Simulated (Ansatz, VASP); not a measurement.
# Ca2C: VASP beside Ansatz

```
CELL_PARAMETERS angstrom
0.00000 3.12858 3.12858
3.12858 0.00000 3.12858
3.12858 3.12858 0.00000
ATOMIC_POSITIONS crystal
C 0.00000 0.00000 0.00000
Ca 0.25000 0.25000 0.25000
Ca 0.75000 0.75000 0.75000
```

Alike in both runs: task single point; functional HSE06; dispersion D3(BJ); k mesh 4 × 4 × 4; no spin polarisation.

```csv
,VASP,Ansatz
version,VASP 6.6.1,Ansatz 0.2.0
potentials or method,"VASP PAW PBE potentials, release 64 (C, Ca_sv)",plane waves
plane-wave cutoff (eV),520,420
occupations,"gaussian, width 0.01 eV",fixed
valence electrons in the cell,24,24
```

|  | VASP | Ansatz | Ansatz less VASP |
| --- | --- | --- | --- |
| gap on the k mesh at the Fermi level (eV) | 0.82 | 0.83 | +0.007 |
| pressure (GPa) | -2.5 | -2.8 | -0.22 |

Ansatz's warnings: stress exchange threshold loose, stress scf threshold loose.

The k mesh is coarse, so the values compare programs but aren't converged.
